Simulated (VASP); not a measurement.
# Pd (Pm-3m) in VASP: further runs

Pd is run at these levels: PBE; tasks: single point.

All numbers are computed with VASP 6.6.1; they aren't measurements. Logs are shortened: lines on timing, memory, paths and dates and some standing lists are left out, and cuts for length are marked.

**1. The cell of the first run**

The structure is cubic, space group Pm-3m (No. 221). Conventional cell: a = 2.506 Å, b = 2.506 Å, c = 2.506 Å, α = 90.00°, β = 90.00°, γ = 90.00°. Within 3.3 Å of Pd (site symmetry m-3m) lie 6 Pd at 2.51 Å.

**2. Single point, PBE (volume scaled by 0.88)**

File INCAR:

```
PREC = Accurate ; ENCUT = 520
EDIFF = 1E-6 ; ISMEAR = -1
SIGMA = 0.1 ; LREAL = F
LASPH = T ; NELM = 60
ALGO = Normal ; ISIF = 2
LWAVE = F ; LCHARG = T
GGA = PE ; LELF = T
LVHAR = T ; NBANDS = 11
```

File KPOINTS:

```
Automatic mesh
0
Gamma
  13 13 13
```

File POSCAR:

```
Pd
1.0
    2.5064926262      0.0000000000      0.0000000000
    0.0000000000      2.5064926262      0.0000000000
    0.0000000000      0.0000000000      2.5064926262
Pd
1
Direct
    0.0000000000      0.0000000000      0.0000000000
```

Potentials or basis: VASP PAW PBE potentials, release 64 (Pd).

Started as:

```console
> cat potpaw_PBE.64/Pd/POTCAR > POTCAR
> mpirun -np 1 vasp_std > vasp.out
```

OUTCAR:

```text
PREC = Accurate
   ENCUT = 520
   EDIFF = 1E-6
   ISMEAR = -1
   LREAL = F
   LASPH = T
   NELM = 60
   ISIF = 2
   GGA = PE

 ion  position               nearest neighbor table
   1  0.000  0.000  0.000-

  LATTYP: Found a simple cubic cell.
 ALAT       =     2.5064926262

  Lattice vectors:

 A1 = (   2.5064926262,   0.0000000000,   0.0000000000)
 A2 = (   0.0000000000,   2.5064926262,   0.0000000000)
 A3 = (   0.0000000000,   0.0000000000,   2.5064926262)

Analysis of symmetry for initial positions (statically):
=====================================================================
 Subroutine PRICEL returns:
 Original cell was already a primitive cell.

 Routine SETGRP: Setting up the symmetry group for a
 simple cubic supercell.

 Subroutine GETGRP returns: Found 48 space group operations
 (whereof 48 operations were pure point group operations)
 out of a pool of 48 trial point group operations.

The static configuration has the point symmetry O_h .

Analysis of symmetry for dynamics (positions and initial velocities):
=====================================================================
 Subroutine PRICEL returns:
 Original cell was already a primitive cell.

 Routine SETGRP: Setting up the symmetry group for a
 simple cubic supercell.

 Subroutine GETGRP returns: Found 48 space group operations
 (whereof 48 operations were pure point group operations)
 out of a pool of 48 trial point group operations.

The dynamic configuration has the point symmetry O_h .

 Subroutine INISYM returns: Found 48 space group operations
 (whereof 48 operations are pure point group operations),
 and found     1 'primitive' translations

----------------------------------------------------------------------------------------

                                     Primitive cell

  volume of cell :      15.7471

  direct lattice vectors                    reciprocal lattice vectors
     2.506492626  0.000000000  0.000000000     0.398963871  0.000000000  0.000000000
     0.000000000  2.506492626  0.000000000     0.000000000  0.398963871  0.000000000
     0.000000000  0.000000000  2.506492626     0.000000000  0.000000000  0.398963871

  length of vectors
     2.506492626  2.506492626  2.506492626     0.398963871  0.398963871  0.398963871

  position of ions in fractional coordinates (direct lattice)
     0.000000000  0.000000000  0.000000000

  ion indices of the primitive-cell ions
   primitive index   ion index
                 1           1

----------------------------------------------------------------------------------------

 KPOINTS: Automatic mesh

Automatic generation of k-mesh.
 Grid dimensions read from file:
 generate k-points for:   13   13   13

 Generating k-lattice:

  Cartesian coordinates                     Fractional coordinates (reciprocal lattice)
     0.030689529  0.000000000  0.000000000     0.076923077  0.000000000  0.000000000
     0.000000000  0.030689529  0.000000000     0.000000000  0.076923077  0.000000000
     0.000000000  0.000000000  0.030689529     0.000000000  0.000000000  0.076923077

  Length of vectors
     0.030689529  0.030689529  0.030689529

  Shift w.r.t. Gamma in fractional coordinates (k-lattice)
     0.000000000  0.000000000  0.000000000

 Subroutine IBZKPT returns following result:
 ===========================================

 Found     84 irreducible k-points:

 Following reciprocal coordinates:
            Coordinates               Weight
  0.000000  0.000000  0.000000      1.000000
  0.076923  0.000000  0.000000      6.000000
  0.153846  0.000000  0.000000      6.000000
  0.230769  0.000000  0.000000      6.000000
  0.307692  0.000000  0.000000      6.000000
  0.384615  0.000000  0.000000      6.000000
[... 16 lines left out ...]
  0.307692  0.307692  0.000000     12.000000
  0.384615  0.307692  0.000000     24.000000
 [... further k-points ...]
   k-points           NKPTS =     84   k-points in BZ     NKDIM =     84   number of bands    NBANDS=     11
   number of dos      NEDOS =    301   number of ions     NIONS =      1
   total plane-waves  NPLWV =   8000
   dimension x,y,z NGX =    20 NGY =   20 NGZ =   20
   dimension x,y,z NGXF=    40 NGYF=   40 NGZF=   40
   ions per type =               1
   NGX,Y,Z   is equivalent  to a cutoff of  13.27, 13.27, 13.27 a.u.
   NGXF,Y,Z  is equivalent  to a cutoff of  26.53, 26.53, 26.53 a.u.
 SYSTEM =  unknown system
   PREC   = accura    normal or accurate (medium, high low for compatibility)
   ISTART =      0    job   : 0-new  1-cont  2-samecut
   ICHARG =      2    charge: 1-file 2-atom 10-const
   ISPIN  =      1    spin polarized calculation?
   LNONCOLLINEAR =      F non collinear calculations
   LSORBIT =      F    spin-orbit coupling
   LASPH  =      T    aspherical Exc in radial PAW
   ENCUT  =  520.0 eV  38.22 Ry    6.18 a.u.   4.66  4.66  4.66*2*pi/ulx,y,z
   NELM   =     60;   NELMIN=  2; NELMDL= -5     # of ELM steps
   EDIFF  = 0.1E-05   stopping-criterion for ELM
   LREAL  =      F    real-space projection
   EDIFFG = 0.1E-04   stopping-criterion for IOM
   NSW    =      0    number of steps for IOM
   IBRION =     -1    ionic relax: 0-MD 1-quasi-New 2-CG
   NFREE  =      0    steps in history (QN), initial steepest desc. (CG)
   ISIF   =      2    stress and relaxation
   ISYM   =      2    0-nonsym 1-usesym 2-fastsym
   POTIM  = 0.5000    time-step for ionic-motion
   TEBEG  =    0.0;   TEEND  =   0.0 temperature during run
   PSTRESS=    0.0 pullay stress
   NELECT =      10.0000    total number of electrons
   NUPDOWN=      -1.0000    fix difference up-down
   EMIN   =  10.00;   EMAX   =-10.00  energy-range for DOS
   EFERMI =   0.00;   METHOD = LEGACY
   ISMEAR =    -1;   SIGMA  =   0.10  broadening in eV -4-tet -1-fermi 0-gaus
   EFERMI_NEDOS =   21; number of points for ismear=-14 and -15
   IALGO  =     38    algorithm
   IMIX   =      4    mixing-type and parameters
     AMIX     =   0.40;   BMIX     =  1.00
     AMIX_MAG =   1.60;   BMIX_MAG =  1.00
  volume/ion in A,a.u.               =      15.75       106.27
  Fermi-wavevector in a.u.,A,eV,Ry     =   1.407154  2.659136 26.940669  1.980083
  Thomas-Fermi vector in A             =   2.529442
   LORBIT       =      0    0 simple, 1 ext, 2 COOP (PROOUT), +10 PAW based schemes
   GGA     = PE    functional components
   LHFCALC =     F    Hartree Fock is set to
   AEXX    =    0.0000 exact exchange contribution
   IVDW    =     0    specifies the selected vdW correction
   LEPSILON=     F    determine dielectric tensor
   LRPA    =     F    only Hartree local field effects (RPA)
 non-spin polarized calculation
  energy-cutoff  :      520.00
  volume of cell :       15.75
 maximum number of plane-waves:       449
 NGX is ok and might be reduce to    20
   NGX =  9   NGY =  9   NGZ =  9

 number of electron      10.0000000 magnetization

 number of electron       9.9999998 magnetization

 Free energy of the ion-electron system (eV)
  ---------------------------------------------------
  ext. energy  EPLUGINS =         0.00000000
  ---------------------------------------------------
  free energy    TOTEN  =        -4.61878208 eV

  energy without entropy =       -4.58020105  energy(sigma->0) =       -4.59949156

 E-fermi :   9.0632     XC(G=0): -12.6461

 val. band max:        9.0235833199   @ k =   0.2308   0.0769   0.0000
 cond. band min:       9.0638019633   @ k =   0.0000   0.0000   0.0000
 fundamental gap:      0.0402186434
 Fermi energy:         9.0632087024

 k-point     1 :       0.0000    0.0000    0.0000
  band No.  band energies     occupation
      1       2.2359      2.00000
      2       3.6654      2.00000
      3       3.6654      2.00000
      4       9.0638      0.99703
      5       9.0638      0.99703
      6       9.0638      0.99703
      7      26.3722      0.00000
      8      26.3722      0.00000
      9      26.3722      0.00000
     10      33.4118      0.00000
     11      33.4435      0.00000

 k-point     2 :       0.0769    0.0000    0.0000
  band No.  band energies     occupation
      1       2.4031      2.00000
      2       3.6959      2.00000
      3       3.8125      2.00000
      4       8.9372      1.55802
      5       8.9372      1.55802
      6       9.0738      0.94700
      7      25.1391      0.00000
      8      26.6598      0.00000
      9      26.6598      0.00000
     10      32.8499      0.00000
     11      33.4471      0.00000

 k-point     3 :       0.1538    0.0000    0.0000
  band No.  band energies     occupation
      1       2.8327      2.00000
      2       3.7817      2.00000
      3       4.2948      2.00000
      4       8.6013      1.98048
      5       8.6013      1.98048
      6       9.1018      0.80949
      7      22.7782      0.00000
      8      27.4700      0.00000
      9      27.4700      0.00000
     10      31.5917      0.00000
     11      33.3597      0.00000

 k-point     4 :       0.2308    0.0000    0.0000
  band No.  band energies     occupation
      1       3.3535      2.00000
      2       3.9055      2.00000
      3       5.1862      2.00000
      4       8.1593      1.99976
      5       8.1593      1.99976
      6       9.1414      0.62760
      7      20.3221      0.00000
      8      28.6730      0.00000
      9      28.6730      0.00000
     10      30.2074      0.00000
     11      33.0907      0.00000
[... 239 lines left out ...]
 k-point    22 :       0.4615    0.2308    0.0000
  band No.  band energies     occupation
      1       4.6031      2.00000
      2       4.8638      2.00000
      3       6.5129      2.00000
      4       7.3550      2.00000
      5       8.4318      1.99639
      6      11.5353      0.00000
      7      15.0821      0.00000
      8      25.6763      0.00000
      9      27.7513      0.00000
     10      30.7861      0.00000
     11      35.4579      0.00000

 k-point    23 :       0.3077    0.3077    0.0000
  band No.  band energies     occupation
      1       4.4428      2.00000
      2       4.7633      2.00000
      3       7.0919      2.00000
      4       7.8722      1.99999
      5       7.9994      1.99995
      6       9.2550      0.25610
      7      18.9316      0.00000
      8      22.2055      0.00000
      9      28.8638      0.00000
     10      33.0710      0.00000
     11      33.6754      0.00000

 k-point    24 :       0.3846    0.3077    0.0000
  band No.  band energies     occupation
      1       4.3284      2.00000
      2       4.7061      2.00000
      3       7.6099      2.00000
      4       7.6614      2.00000
      5       8.0036      1.99995
      6      10.7266      0.00000
      7      17.2410      0.00000
      8      22.7870      0.00000
      9      27.3864      0.00000
     10      32.2458      0.00000
     11      34.7853      0.00000

 [... further k-points ...]

------------------------ aborting loop because EDIFF is reached ----------------------------------------

  FORCE on cell =-STRESS in cart. coord.  units (eV):
  Direction    XX          YY          ZZ          XY          YZ          ZX
  --------------------------------------------------------------------------------------
  -------------------------------------------------------------------------------------
  Total        2.0530536      2.0530536      2.0530536      0.0000000      0.0000000     -0.0000000
  in kB      208.8870746    208.8870746    208.8870746      0.0000000      0.0000000     -0.0000000
  external PRESSURE =     208.8870746 kB  Pullay stress =       0.0000000 kB

 VOLUME and BASIS-vectors are now :
 -----------------------------------------------------------------------------
  energy-cutoff  :      520.00
  volume of cell :       15.75
      direct lattice vectors                 reciprocal lattice vectors
     2.506492626  0.000000000  0.000000000     0.398963871  0.000000000  0.000000000
     0.000000000  2.506492626  0.000000000     0.000000000  0.398963871  0.000000000
     0.000000000  0.000000000  2.506492626     0.000000000  0.000000000  0.398963871

 POSITION                                       TOTAL-FORCE (eV/Angst)
 -----------------------------------------------------------------------------------
      0.00000      0.00000      0.00000         0.000000      0.000000      0.000000
 -----------------------------------------------------------------------------------
    total drift:                                0.000000      0.000000      0.000000

  FREE ENERGIE OF THE ION-ELECTRON SYSTEM (eV)
  ---------------------------------------------------
  free  energy   TOTEN  =        -4.6187820772 eV

  energy  without entropy=       -4.5802010519  energy(sigma->0) =       -4.59949156
```

It took 5 s on 1 thread of Intel Xeon 6975P-C (Granite Rapids), shared host; peak memory 0.13 GiB.

What came out:

* Free energy: -4.6188 eV
* Pressure: 20.9 GPa
* Band gap on the k mesh: zero (band 5 reaches 10.38 eV, above the bottom of band 6 at 8.31 eV)

Levels at points of the mesh, in eV from the Fermi level:
```csv
k point,band 1,band 2,band 3,band 4,band 5,band 6,band 7,band 8,band 9,band 10
"(0.00, 0.00, 0.00)",-6.83,-5.40,-5.40,0.00,0.00,0.00,17.31,17.31,17.31,24.35
```

**3. Single point, PBE (volume scaled by 0.92)**

File INCAR:

```
  ALGO = Normal
  EDIFF = 1E-6
  ENCUT = 520
  GGA = PE
  ISIF = 2
  ISMEAR = -1
  LASPH = T
  LCHARG = F
  LREAL = F
  LWAVE = F
  NBANDS = 11
  NELM = 60
  PREC = Accurate
  SIGMA = 0.1
```

File KPOINTS:

```
k-points
0
Gamma
  13 13 13
```

File POSCAR:

```
Pd
1.0
    2.5439084801      0.0000000000      0.0000000000
    0.0000000000      2.5439084801      0.0000000000
    0.0000000000      0.0000000000      2.5439084801
Pd
1
Direct
    0.0000000000      0.0000000000      0.0000000000
```

Potentials or basis: VASP PAW PBE potentials, release 64 (Pd).

Started as:

```console
> cat potpaw_PBE.64/Pd/POTCAR > POTCAR
> mpirun -np 1 vasp_std > vasp.out
```

Wall time 5 s (1 thread of Intel Xeon 6975P-C (Granite Rapids), shared host); peak memory 0.13 GiB.

The run converged. Its results:

* Free energy: -4.6914 eV
* Pressure: 11.9 GPa
* Band gap on the k mesh: zero (band 5 reaches 9.57 eV, above the bottom of band 6 at 7.66 eV)

Levels at points of the mesh, in eV from the Fermi level:
```csv
k point,band 3,band 4,band 5,band 6,band 7,band 8
"(0.00, 0.00, 0.00)",-5.06,-0.01,-0.01,-0.01,16.99,16.99
```
